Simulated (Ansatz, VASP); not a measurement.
## One calculation of In, two programs

The input INCAR:

```
ALGO = Fast ; EDIFF = 1E-6
ENCUT = 520 ; GGA = CA
ISIF = 2 ; ISMEAR = -1
LASPH = True ; LCHARG = True
LELF = True ; LREAL = False
LVHAR = True ; LWAVE = False
NBANDS = 26 ; NELM = 80
PREC = Accurate ; SIGMA = 0.05
```

KPOINTS

```
k-points
0
Gamma
  9 9 9
```

The input POSCAR:

```
In
1.0
    1.6355530321      0.9442869834      8.0399169875
   -1.6355530321      0.9442869834      8.0399169875
    0.0000000000     -1.8885739667      8.0399169875
In
3
Direct
    0.2219877600      0.2219877600      0.2219877600
    0.7780122400      0.7780122400      0.7780122400
    0.0000000000      0.0000000000      0.0000000000
```

Contents of input.yaml:

```yaml
crystal:
  lattice:
    - [1.6355530321, 0.9442869834, 8.0399169875]
    - [-1.6355530321, 0.9442869834, 8.0399169875]
    - [0.0, -1.8885739667, 8.0399169875]
  atoms:
    - { symbol: In, position: [0.22198776, 0.22198776, 0.22198776] }
    - { symbol: In, position: [0.77801224, 0.77801224, 0.77801224] }
    - { symbol: In, position: [0.0, 0.0, 0.0] }
kpoints:
  mp_grid: { grid: [9, 9, 9] }
scf:
  occupations: { method: fermi_dirac, width: 0.05 }
hamiltonian:
  xc: lda
  pseudopotentials: { kind: all_electron, lapw: { basis_error: 0.002 } }
output:
  forces: true
  stress: true
  eigenvalues: true
```

Change from the starting cell: volume scaled by 0.94.

Alike in both runs: task single point; functional LDA; k mesh 9 × 9 × 9; occupations fermi-dirac, width 0.05 eV; no spin polarisation.

|  | VASP | Ansatz |
| --- | --- | --- |
| version | VASP 6.6.1 | Ansatz 0.2.0 |
| potentials or method | VASP PAW LDA potentials, release 64 (In_d), cutoff 520 eV | all-electron LAPW, scalar-relativistic |

Ansatz gave:

```
gap on the k mesh at the Fermi level (eV)                     : none
pressure (GPa)                                                : -0.2
traceless stress, the component that is largest in VASP (GPa) : -0.44
rms of the force components (eV/Å)                            : 0.006
```

Q: Which values does VASP return?

A: gap on the k mesh at the Fermi level (eV): none; pressure (GPa): 0.2; traceless stress, the component that is largest in VASP (GPa): -0.44; rms of the force components (eV/Å): 0.005.

LDA's correlation is that of Perdew and Zunger in VASP and of Perdew and Wang (1992) in Ansatz. Atom by atom the forces differ by 0.001 eV/Å (rms over components). A gap of «none» marks a metal or a gap that the smearing closes. Ansatz ran all-electron here, and VASP with PAW potentials.
